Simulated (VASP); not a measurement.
# HgTe (F-43m) in VASP: notebook, part 2 of 3

VASP 6.6.1.

## 3. Single point, PBEsol

This run uses another cell than the first one, of 34.51 Å³/atom.

INCAR reads:

```
SYSTEM = HgTe
PREC = Accurate ; ENCUT = 520
EDIFF = 1E-7 ; ISMEAR = 0
SIGMA = 0.1 ; LREAL = .FALSE.
LASPH = .TRUE. ; NELM = 80
ALGO = Normal ; ISIF = 2
LWAVE = .FALSE. ; LCHARG = .FALSE.
GGA = PS ; NBANDS = 16
```

KPOINTS reads:

```
Automatic mesh
0
G
  12 12 12
  0 0 0
```

POSCAR reads:

```
HgTe
1.0
    0.0000000000      3.2556397045      3.2556397045
    3.2556397045      0.0000000000      3.2556397045
    3.2556397045      3.2556397045      0.0000000000
Hg Te
1 1
Direct
    0.0000000000      0.0000000000      0.0000000000
    0.2500000000      0.2500000000      0.2500000000
```

Potentials or basis: VASP PAW PBE potentials, release 64 (Hg, Te).

Command:

```
cat potpaw_PBE.64/Hg/POTCAR potpaw_PBE.64/Te/POTCAR > POTCAR
mpirun -np 1 vasp_std > vasp.out
```

OUTCAR:

```text
SYSTEM = HgTe
   PREC = Accurate
   ENCUT = 520
   EDIFF = 1E-7
   ISMEAR = 0
   LREAL = .FALSE.
   LASPH = .TRUE.
   NELM = 80
   ISIF = 2
   GGA = PS

 ion  position               nearest neighbor table
   1  0.000  0.000  0.000-   2 2.82   2 2.82   2 2.82   2 2.82
   2  0.250  0.250  0.250-   1 2.82   1 2.82   1 2.82   1 2.82

  LATTYP: Found a face centered cubic cell.
 ALAT       =     6.5112794090

  Lattice vectors:

 A1 = (   0.0000000000,   3.2556397045,   3.2556397045)
 A2 = (   3.2556397045,   0.0000000000,   3.2556397045)
 A3 = (   3.2556397045,   3.2556397045,   0.0000000000)

Analysis of symmetry for initial positions (statically):
=====================================================================
 Subroutine PRICEL returns:
 Original cell was already a primitive cell.

 Routine SETGRP: Setting up the symmetry group for a
 face centered cubic supercell.

 Subroutine GETGRP returns: Found 24 space group operations
 (whereof 24 operations were pure point group operations)
 out of a pool of 48 trial point group operations.

The static configuration has the point symmetry T_d .

Analysis of symmetry for dynamics (positions and initial velocities):
=====================================================================
 Subroutine PRICEL returns:
 Original cell was already a primitive cell.

 Routine SETGRP: Setting up the symmetry group for a
 face centered cubic supercell.

 Subroutine GETGRP returns: Found 24 space group operations
 (whereof 24 operations were pure point group operations)
 out of a pool of 48 trial point group operations.

The dynamic configuration has the point symmetry T_d .

 Subroutine INISYM returns: Found 24 space group operations
 (whereof 24 operations are pure point group operations),
 and found     1 'primitive' translations

----------------------------------------------------------------------------------------

[... 111 lines left out ...]
     AMIX     =   0.40;   BMIX     =  1.00
     AMIX_MAG =   1.60;   BMIX_MAG =  1.00
  volume/ion in A,a.u.               =      34.51       232.87
  Fermi-wavevector in a.u.,A,eV,Ry     =   1.045970  1.976597 14.885505  1.094054
  Thomas-Fermi vector in A             =   2.180789
   LORBIT       =      0    0 simple, 1 ext, 2 COOP (PROOUT), +10 PAW based schemes
   GGA     = PS    functional components
   LHFCALC =     F    Hartree Fock is set to
   AEXX    =    0.0000 exact exchange contribution
   IVDW    =     0    specifies the selected vdW correction
   LEPSILON=     F    determine dielectric tensor
   LRPA    =     F    only Hartree local field effects (RPA)
 non-spin polarized calculation
 Gauss-broadening in eV      SIGMA  =   0.10
  energy-cutoff  :      520.00
  volume of cell :       69.01
 maximum number of plane-waves:      1880
 NGX is ok and might be reduce to    36
   NGX = 17   NGY = 17   NGZ = 17

 number of electron      18.0000002 magnetization

 Free energy of the ion-electron system (eV)
  ---------------------------------------------------
  ext. energy  EPLUGINS =         0.00000000
  ---------------------------------------------------
  free energy    TOTEN  =        -4.37736272 eV

  energy without entropy =       -4.37720637  energy(sigma->0) =       -4.37728454

 E-fermi :   2.7870     XC(G=0):  -8.8379

 val. band max:        2.7229868824   @ k =   0.0000   0.0000   0.0000
 cond. band min:       3.1121443703   @ k =   0.0833   0.0000   0.0000
 fundamental gap:      0.3891574879
 Fermi energy:         2.7869699363

 k-point     1 :       0.0000    0.0000    0.0000
  band No.  band energies     occupation
      1      -9.1453      2.00000
      2      -4.4957      2.00000
      3      -4.4957      2.00000
      4      -4.4957      2.00000
      5      -3.9860      2.00000
      6      -3.9860      2.00000
[... 433 lines left out ...]
      3      -4.3327      2.00000
      4      -4.0025      2.00000
      5      -3.9756      2.00000
      6      -3.6809      2.00000
[... 8 lines left out ...]
     15      11.9938      0.00000
     16      12.1783      0.00000

 [... further k-points ...]

------------------------ aborting loop because EDIFF is reached ----------------------------------------

  FORCE on cell =-STRESS in cart. coord.  units (eV):
  Direction    XX          YY          ZZ          XY          YZ          ZX
  --------------------------------------------------------------------------------------
  -------------------------------------------------------------------------------------
  Total        0.0286897      0.0286897      0.0286897      0.0000000     -0.0000000      0.0000000
  in kB        0.6660361      0.6660361      0.6660361      0.0000000     -0.0000000      0.0000000
  external PRESSURE =       0.6660361 kB  Pullay stress =       0.0000000 kB

 VOLUME and BASIS-vectors are now :
 -----------------------------------------------------------------------------
  energy-cutoff  :      520.00
  volume of cell :       69.01
      direct lattice vectors                 reciprocal lattice vectors
     0.000000000  3.255639705  3.255639705    -0.153579648  0.153579648  0.153579648
     3.255639705  0.000000000  3.255639705     0.153579648 -0.153579648  0.153579648
     3.255639705  3.255639705  0.000000000     0.153579648  0.153579648 -0.153579648

 POSITION                                       TOTAL-FORCE (eV/Angst)
 -----------------------------------------------------------------------------------
      0.00000      0.00000      0.00000         0.000000      0.000000      0.000000
      1.62782      1.62782      1.62782        -0.000000     -0.000000     -0.000000
 -----------------------------------------------------------------------------------
    total drift:                               -0.000000     -0.000000     -0.000000

  FREE ENERGIE OF THE ION-ELECTRON SYSTEM (eV)
  ---------------------------------------------------
  free  energy   TOTEN  =        -4.3773627163 eV

  energy  without entropy=       -4.3772063659  energy(sigma->0) =       -4.37728454
```

stdout:

```text
POSCAR found type information on POSCAR HgTe
 POSCAR found :  2 types and       2 ions
 scaLAPACK will be used
 -----------------------------------------------------------------------------
|                                                                             |
|                                                                             |
|     You enforced a specific xc type in the INCAR file but a different       |
|     I HOPE YOU KNOW WHAT YOU ARE DOING!                                     |
|                                                                             |
 -----------------------------------------------------------------------------

 LDA part: xc-table for (Slater+PW92), standard interpolation
 POSCAR, INCAR and KPOINTS ok, starting setup
 FFT: planning ... GRIDC
 FFT: planning ... GRID_SOFT
 FFT: planning ... GRID
 WAVECAR not read
 entering main loop
```

Run time: 1.7 min. Hardware: 1 thread of Intel Xeon Platinum 8259CL at 2.50GHz (Skylake/Cascade Lake), shared host; peak memory 0.25 GiB.

Results:

* Free energy: -4.3774 eV
* Pressure: 0.1 GPa
* Band gap on the k mesh: zero (filled and empty bands touch)

Levels at points of the mesh, in eV from the Fermi level:
```csv
k point,band 7,band 8,band 9,band 10,band 11,band 12
"(0.00, 0.00, 0.00)",-0.92,-0.06,-0.06,-0.06,4.16,4.16
"(0.50, 0.00, 0.00)",-5.46,-1.02,-1.02,0.57,4.94,4.94
"(0.50, 0.50, 0.00)",-5.41,-2.27,-2.27,1.79,2.37,7.96
```

Caveat: semilocal functionals underestimate gaps, so a narrow gap can read as zero; the PAW data sets were made with another functional, which shifts forces and pressure a little; spin-orbit coupling is left out, which moves the levels of the heavy elements.

## 4. Single point, PBEsol

This run uses another cell than the first one, of 36.44 Å³/atom.

INCAR reads:

```
SYSTEM = HgTe
PREC     = Accurate       ! precision mode
ENCUT    = 520            ! plane-wave cutoff, eV
EDIFF    = 1E-6           ! SCF threshold, eV
ISMEAR   = 0              ! smearing method
SIGMA    = 0.1            ! smearing width, eV
LREAL    = .False.        ! projectors in reciprocal space
LASPH    = .True.         ! aspherical terms in the spheres
NELM     = 80             ! most SCF steps
ALGO     = Normal         ! electronic algorithm
ISIF     = 2              ! what is computed and relaxed
LWAVE    = .False.        ! write WAVECAR
LCHARG   = .False.        ! write CHGCAR
GGA      = PS             ! functional
NBANDS   = 16             ! bands
```

KPOINTS reads:

```
regular mesh
0
Gamma
  12 12 12
  0 0 0
```

POSCAR reads:

```
HgTe
1.0
    0.0000000000      3.3154688729      3.3154688729
    3.3154688729      0.0000000000      3.3154688729
    3.3154688729      3.3154688729      0.0000000000
Hg Te
1 1
Direct
    0.0000000000      0.0000000000      0.0000000000
    0.2500000000      0.2500000000      0.2500000000
```

Command:

```
cat potpaw_PBE.64/Hg/POTCAR potpaw_PBE.64/Te/POTCAR > POTCAR
mpirun -np 1 vasp_std > vasp.out
```

It took 1.7 min on 1 thread of Intel Xeon Platinum 8259CL at 2.50GHz (Skylake/Cascade Lake), shared host; peak memory 0.26 GiB.

The run converged. Its results:

| Property | Result |
| --- | --- |
| Free energy | -4.3541 eV |
| Pressure | -1.9 GPa |
| Band gap on the k mesh | zero (filled and empty bands touch) |

Levels at points of the mesh, in eV from the Fermi level:
| k point | band 7 | band 8 | band 9 | band 10 | band 11 | band 12 |
| --- | --- | --- | --- | --- | --- | --- |
| (0.00, 0.00, 0.00) | -1.05 | -0.07 | -0.07 | -0.07 | 4.24 | 4.24 |
| (0.50, 0.00, 0.00) | -5.12 | -0.92 | -0.92 | 0.57 | 4.98 | 4.98 |
| (0.50, 0.50, 0.00) | -5.13 | -2.05 | -2.05 | 1.79 | 2.51 | 7.76 |

Caveat: semilocal functionals underestimate gaps, so a narrow gap can read as zero; the PAW data sets were made with another functional, which shifts forces and pressure a little; spin-orbit coupling is left out, which moves the levels of the heavy elements.

(Part 2 of 3 ends here.)
